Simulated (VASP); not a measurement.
**InSbO2: single point with PBE**

Crystal: InSbO2.

```xyz
4
Lattice="3.6691 0.0000 0.0000 -1.8346 3.1776 0.0000 0.0000 0.0000 7.2239" Properties=species:S:1:pos:R:3 pbc="T T T"
In    0.0000    0.0000    0.0000
Sb    0.0000    0.0000    3.6120
O     0.0000    0.0000    1.4264
O     0.0000    0.0000    5.7975
```

The cell was generated, and may not be a known phase.

| Quantity | Value |
| --- | --- |
| Program | VASP 6.6.1 |
| Task | single point |
| Functional | PBE |
| Potentials or basis | VASP PAW PBE potentials, release 64 (In_d, Sb, O) |
| Cutoff | 520 eV |
| k mesh | 6 × 6 × 4 |
| Occupations | gaussian, width 0.1 eV |
| Spin | no spin polarisation |

```
Pressure               : 69.3 GPa
Largest force          : 37.250 eV/Å
Band gap on the k mesh : zero (bands 15 and 16 overlap by 3.77 eV)
```

Forces on the atoms (eV/Å):
```
In    0.000   0.000   0.000
Sb    0.000   0.000   0.000
O     0.000   0.000  37.250
O     0.000   0.000 -37.250
```

Stress tensor (GPa, compression positive):
```
 -0.75   0.00   0.00
  0.00  -0.75   0.00
  0.00   0.00 209.27
```

Levels at points of the mesh, in eV from the Fermi level:
```
           k point  band 13  band 14  band 15  band 16  band 17  band 18
(0.00, 0.00, 0.00)    -3.08    -3.08     1.74     2.35     3.01     3.01
(0.50, 0.00, 0.00)    -3.92    -3.23    -3.20     0.34     1.29     4.07
(0.00, 0.00, 0.50)    -3.22    -3.22    -0.16     3.23     3.23     3.53
(0.50, 0.00, 0.50)    -3.73    -3.44    -2.16     0.24     1.56     2.48
```

Run time: 44 s on 1 thread of Intel(R) Xeon(R) Platinum 8259CL CPU @ 2.50GHz (Skylake/Cascade Lake), with other jobs on the host, peak memory 0.21 GiB.

Caveat: atoms lie so close that the PAW spheres overlap strongly, which falsifies energies and pressures; the stress differs along the axes, from -1 to 209 GPa; spin-orbit coupling is left out, which moves the levels of the heavy elements; forces of over 1 eV/Å act on the atoms, so gaps and moduli don't describe the material at rest.
